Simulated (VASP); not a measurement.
# Ir (C2/m) in VASP: single point with PBE

Aim: the single point of Ir with PBE.

Program: VASP 6.6.1. These are calculated values, not measurements. Logs are shortened: lines on timing, memory, paths and dates and some standing lists are left out, and cuts for length are marked.

## Step 1: The cell of the first run

Symmetry: C2/m, No. 12, monoclinic system. Conventional cell: a = 4.702 Å, b = 2.715 Å, c = 4.702 Å, α = 90.00°, β = 109.47°, γ = 90.00°. Within 3.2 Å of Ir (site symmetry m) lie 12 Ir at 2.45 to 3.05 Å.

## Step 2: Single point, PBE (atoms displaced along a vibrational mode)

INCAR reads:

```
ALGO = Fast ; EDIFF = 1E-7
ENCUT = 520 ; GGA = PE
ISIF = 2 ; ISMEAR = 0
LASPH = True ; LCHARG = False
LREAL = False ; LWAVE = False
NBANDS = 16 ; NELM = 80
PREC = Accurate ; SIGMA = 0.15
```

KPOINTS reads:

```
k-points
0
Gamma
  24 24 20
```

POSCAR reads:

```
Ir
1.0
    0.0000000000     -1.9197000000     -1.9197000000
   -1.9197000000      0.0000000000     -1.9197000000
    1.9197000000      1.9197000000     -3.8394000000
Ir
2
Direct
    0.5558282294      0.5558282294      0.4999870631
   -0.0558282294     -0.0558282294      0.0000129369
```

Potentials or basis: VASP PAW PBE potentials, release 64 (Ir).

Run with:

```console
> cat potpaw_PBE.64/Ir/POTCAR > POTCAR
> mpirun -np 1 vasp_std > vasp.out
```

OUTCAR:

```text
EDIFF = 1E-7
   ENCUT = 520
   GGA = PE
   ISIF = 2
   ISMEAR = 0
   LASPH = True
   LREAL = False
   NELM = 80
   PREC = Accurate

 ion  position               nearest neighbor table
   1  0.556  0.556  0.500-   2 2.45   2 2.61   2 2.61   2 2.91   2 2.91   2 3.05
   2  0.944  0.944  0.000-   1 2.45   1 2.61   1 2.61   1 2.91   1 2.91   1 3.05

  LATTYP: Found a trigonal (rhomboedric) cell.
 ALAT       =     4.7022854592
 COS(alpha) =     0.8333333333

  Lattice vectors:

 A1 = (   1.9197000000,   3.8394000000,  -1.9197000000)
 A2 = (   3.8394000000,   1.9197000000,  -1.9197000000)
 A3 = (   1.9197000000,   1.9197000000,  -3.8394000000)

Analysis of symmetry for initial positions (statically):
=====================================================================
 Subroutine PRICEL returns:
 Original cell was already a primitive cell.

 Routine SETGRP: Setting up the symmetry group for a
 trigonal (rhombohedral) supercell.

 Subroutine GETGRP returns: Found  4 space group operations
 (whereof  2 operations were pure point group operations)
 out of a pool of 12 trial point group operations.

The static configuration has the point symmetry C_1h.
 The point group associated with its full space group is C_2h.

Analysis of symmetry for dynamics (positions and initial velocities):
=====================================================================
 Subroutine PRICEL returns:
 Original cell was already a primitive cell.

 Routine SETGRP: Setting up the symmetry group for a
 trigonal (rhombohedral) supercell.

 Subroutine GETGRP returns: Found  4 space group operations
 (whereof  2 operations were pure point group operations)
 out of a pool of 12 trial point group operations.

The dynamic configuration has the point symmetry C_1h.
 The point group associated with its full space group is C_2h.

 Subroutine INISYM returns: Found  4 space group operations
 (whereof  2 operations are pure point group operations),
 and found     1 'primitive' translations

----------------------------------------------------------------------------------------

                                     Primitive cell

  volume of cell :      28.2983

  direct lattice vectors                    reciprocal lattice vectors
     0.000000000 -1.919700000 -1.919700000     0.130228682 -0.390686045 -0.130228682
    -1.919700000  0.000000000 -1.919700000    -0.390686045  0.130228682 -0.130228682
     1.919700000  1.919700000 -3.839400000     0.130228682  0.130228682 -0.130228682

  length of vectors
     2.714865776  2.714865776  4.702285459     0.431919674  0.431919674  0.225562693

  position of ions in fractional coordinates (direct lattice)
     0.555828229  0.555828229  0.499987063
     0.944171771  0.944171771  0.000012937

  ion indices of the primitive-cell ions
   primitive index   ion index
                 1           1
                 2           2

----------------------------------------------------------------------------------------

 KPOINTS: k-points

Automatic generation of k-mesh.
 Grid dimensions read from file:
 generate k-points for:   24   24   20

 Generating k-lattice:

  Cartesian coordinates                     Fractional coordinates (reciprocal lattice)
     0.005426195 -0.016278585 -0.005426195     0.041666667  0.000000000 -0.000000000
    -0.016278585  0.005426195 -0.005426195     0.000000000  0.041666667 -0.000000000
     0.006511434  0.006511434 -0.006511434     0.000000000  0.000000000  0.050000000

  Length of vectors
     0.017996653  0.017996653  0.011278135

  Shift w.r.t. Gamma in fractional coordinates (k-lattice)
     0.000000000  0.000000000  0.000000000

 -----------------------------------------------------------------------------
|                                                                             |
|           W    W    AA    RRRRR   N    N  II  N    N   GGGG   !!!           |
|           W    W   A  A   R    R  NN   N  II  NN   N  G    G  !!!           |
|           W    W  A    A  R    R  N N  N  II  N N  N  G       !!!           |
|           W WW W  AAAAAA  RRRRR   N  N N  II  N  N N  G  GGG   !            |
|           WW  WW  A    A  R   R   N   NN  II  N   NN  G    G                |
|           W    W  A    A  R    R  N    N  II  N    N   GGGG   !!!           |
|                                                                             |
|     Your reciprocal lattice and k-lattice belong to different lattice       |
|     classes:                                                                |
|                                                                             |
|        The reciprocal lattice is rhombohedral (trigonal),                   |
|        whereas your k-lattice is base-centered monoclinic.                  |
|                                                                             |
|     Results are often still useful ...                                      |
|                                                                             |
 -----------------------------------------------------------------------------

 WARNING: IBZKPT: internal override: KBLOWUP is changed to .FALSE.
      ... skipping the blow-up phase ...

 Subroutine IBZKPT returns following result:
 ===========================================

 Found   3014 irreducible k-points:

 Following reciprocal coordinates:
            Coordinates               Weight
  0.000000  0.000000  0.000000      1.000000
  0.041667  0.000000  0.000000      4.000000
  0.083333  0.000000  0.000000      4.000000
  0.125000  0.000000 -0.000000      4.000000
  0.166667  0.000000  0.000000      4.000000
  0.208333  0.000000  0.000000      4.000000
[... 16 lines left out ...]
  0.416667  0.041667 -0.000000      4.000000
  0.458333  0.041667 -0.000000      4.000000
 [... further k-points ...]
   k-points           NKPTS =   3014   k-points in BZ     NKDIM =   3014   number of bands    NBANDS=     16
   number of dos      NEDOS =    301   number of ions     NIONS =      2
   total plane-waves  NPLWV =  14400
   dimension x,y,z NGX =    20 NGY =   20 NGZ =   36
   dimension x,y,z NGXF=    40 NGYF=   40 NGZF=   72
   ions per type =               2
   NGX,Y,Z   is equivalent  to a cutoff of  12.25, 12.25, 12.73 a.u.
   NGXF,Y,Z  is equivalent  to a cutoff of  24.49, 24.49, 25.46 a.u.
 SYSTEM =  unknown system
   PREC   = accura    normal or accurate (medium, high low for compatibility)
   ISTART =      0    job   : 0-new  1-cont  2-samecut
   ICHARG =      2    charge: 1-file 2-atom 10-const
   ISPIN  =      1    spin polarized calculation?
   LNONCOLLINEAR =      F non collinear calculations
   LSORBIT =      F    spin-orbit coupling
   LASPH  =      T    aspherical Exc in radial PAW
   ENCUT  =  520.0 eV  38.22 Ry    6.18 a.u.   5.05  5.05  8.74*2*pi/ulx,y,z
   NELM   =     80;   NELMIN=  2; NELMDL= -5     # of ELM steps
   EDIFF  = 0.1E-06   stopping-criterion for ELM
   LREAL  =      F    real-space projection
   EDIFFG = 0.1E-05   stopping-criterion for IOM
   NSW    =      0    number of steps for IOM
   IBRION =     -1    ionic relax: 0-MD 1-quasi-New 2-CG
   NFREE  =      0    steps in history (QN), initial steepest desc. (CG)
   ISIF   =      2    stress and relaxation
   ISYM   =      2    0-nonsym 1-usesym 2-fastsym
   POTIM  = 0.5000    time-step for ionic-motion
   TEBEG  =    0.0;   TEEND  =   0.0 temperature during run
   PSTRESS=    0.0 pullay stress
   NELECT =      18.0000    total number of electrons
   NUPDOWN=      -1.0000    fix difference up-down
   EMIN   =  10.00;   EMAX   =-10.00  energy-range for DOS
   EFERMI =   0.00;   METHOD = LEGACY
   ISMEAR =     0;   SIGMA  =   0.15  broadening in eV -4-tet -1-fermi 0-gaus
   EFERMI_NEDOS =   21; number of points for ismear=-14 and -15
   IALGO  =     68    algorithm
   IMIX   =      4    mixing-type and parameters
     AMIX     =   0.40;   BMIX     =  1.00
     AMIX_MAG =   1.60;   BMIX_MAG =  1.00
  volume/ion in A,a.u.               =      14.15        95.48
  Fermi-wavevector in a.u.,A,eV,Ry     =   1.407923  2.660589 26.970118  1.982248
  Thomas-Fermi vector in A             =   2.530133
   LORBIT       =      0    0 simple, 1 ext, 2 COOP (PROOUT), +10 PAW based schemes
   GGA     = PE    functional components
   LHFCALC =     F    Hartree Fock is set to
   AEXX    =    0.0000 exact exchange contribution
   IVDW    =     0    specifies the selected vdW correction
   LEPSILON=     F    determine dielectric tensor
   LRPA    =     F    only Hartree local field effects (RPA)
 non-spin polarized calculation
 RMM-DIIS sequential band-by-band and
 Gauss-broadening in eV      SIGMA  =   0.15
  energy-cutoff  :      520.00
  volume of cell :       28.30
 maximum number of plane-waves:       780
   NGX = 11   NGY = 11   NGZ = 17

 number of electron      17.9999999 magnetization

 Free energy of the ion-electron system (eV)
  ---------------------------------------------------
  ext. energy  EPLUGINS =         0.00000000
  ---------------------------------------------------
  free energy    TOTEN  =       -17.13457309 eV

  energy without entropy =      -17.11022567  energy(sigma->0) =      -17.12239938

 E-fermi :  10.3745     XC(G=0): -13.9659

 val. band max:       10.3734300511   @ k =   0.2917   0.0000   0.2500
 cond. band min:      10.3745981335   @ k =  -0.1250  -0.4583   0.0500
 fundamental gap:      0.0011680824
 Fermi energy:        10.3745137895

 k-point     1 :       0.0000    0.0000    0.0000
  band No.  band energies     occupation
      1      -0.6876      2.00000
      2       2.4910      2.00000
      3       5.7307      2.00000
      4       6.5513      2.00000
      5       6.8490      2.00000
      6       6.8641      2.00000
[... 8 lines left out ...]
     15      25.9068      0.00000
     16      28.7281      0.00000

 k-point     2 :       0.0417    0.0000    0.0000
  band No.  band energies     occupation
      1      -0.6165      2.00000
      2       2.5549      2.00000
      3       5.7504      2.00000
      4       6.5060      2.00000
      5       6.7992      2.00000
      6       6.9079      2.00000
[... 8 lines left out ...]
     15      26.0322      0.00000
     16      28.8098      0.00000
[... 387 lines left out ...]
      5       6.1531      2.00000
      6       6.5447      2.00000
[... 8 lines left out ...]
     15      23.0238      0.00000
     16      24.7954      0.00000

 k-point    24 :       0.4583    0.0417   -0.0000
  band No.  band energies     occupation
      1       3.2429      2.00000
      2       3.6219      2.00000
      3       4.1270      2.00000
      4       5.0200      2.00000
      5       6.2262      2.00000
      6       6.5569      2.00000
[... 8 lines left out ...]
     15      23.1208      0.00000
     16      24.2430      0.00000

 [... further k-points ...]

------------------------ aborting loop because EDIFF is reached ----------------------------------------

  FORCE on cell =-STRESS in cart. coord.  units (eV):
  Direction    XX          YY          ZZ          XY          YZ          ZX
  --------------------------------------------------------------------------------------
  -------------------------------------------------------------------------------------
  Total        4.2782681      4.2782681      2.0153486      2.9117415     -0.3507482     -0.3507505
  in kB      242.2247397    242.2247397    114.1039464    164.8554531    -19.8584799    -19.8586080
  external PRESSURE =     199.5178086 kB  Pullay stress =       0.0000000 kB

 VOLUME and BASIS-vectors are now :
 -----------------------------------------------------------------------------
  energy-cutoff  :      520.00
  volume of cell :       28.30
      direct lattice vectors                 reciprocal lattice vectors
     0.000000000 -1.919700000 -1.919700000     0.130228682 -0.390686045 -0.130228682
    -1.919700000  0.000000000 -1.919700000    -0.390686045  0.130228682 -0.130228682
     1.919700000  1.919700000 -3.839400000     0.130228682  0.130228682 -0.130228682

 POSITION                                       TOTAL-FORCE (eV/Angst)
 -----------------------------------------------------------------------------------
     -0.10720     -0.10720     -4.05370         1.129731      1.129731      0.877251
     -1.81250     -1.81250     -3.62510        -1.129731     -1.129731     -0.877251
 -----------------------------------------------------------------------------------
    total drift:                                0.000000      0.000000     -0.000000

  FREE ENERGIE OF THE ION-ELECTRON SYSTEM (eV)
  ---------------------------------------------------
  free  energy   TOTEN  =       -17.1345730912 eV

  energy  without entropy=      -17.1102256739  energy(sigma->0) =      -17.12239938
```

It took 13 min on 1 thread of Intel Xeon 6975P-C (Granite Rapids), shared host; peak memory 1.1 GiB.

Results:

```
Free energy            : -17.1346 eV
Pressure               : 20.0 GPa
Largest force          : 1.823 eV/Å
Band gap on the k mesh : zero (bands 9 and 10 overlap by 2.74 eV)
```

Forces on the atoms (eV/Å):
```
Ir   1.130  1.130  0.877
Ir  -1.130 -1.130 -0.877
```

Levels at points of the mesh, in eV from the Fermi level:
```csv
k point,band 6,band 7,band 8,band 9,band 10,band 11,band 12,band 13
"(0.00, 0.00, 0.00)",-3.51,-3.39,-1.42,-1.15,-0.68,-0.30,0.35,7.61
"(0.50, 0.00, 0.00)",-3.68,-0.76,-0.73,1.03,1.26,3.38,4.39,7.28
"(0.50, 0.50, 0.00)",-1.80,-0.41,1.10,1.15,1.28,2.59,3.54,6.26
"(0.00, 0.00, 0.50)",-3.19,-2.98,-2.87,-2.22,-1.45,0.50,0.70,13.97
"(0.50, 0.00, 0.50)",-1.05,-0.51,0.08,1.13,1.22,2.05,2.50,6.88
"(0.50, 0.50, 0.50)",-2.40,-2.31,-1.74,0.84,1.49,2.70,4.61,6.55
```

Caveat: the cell differs from its parent crystal (atoms displaced along a vibrational mode); the stress differs along the axes, from 11 to 24 GPa; spin-orbit coupling is left out, which moves the levels of the heavy elements; forces of over 1 eV/Å act on the atoms, so gaps and moduli don't describe the material at rest.
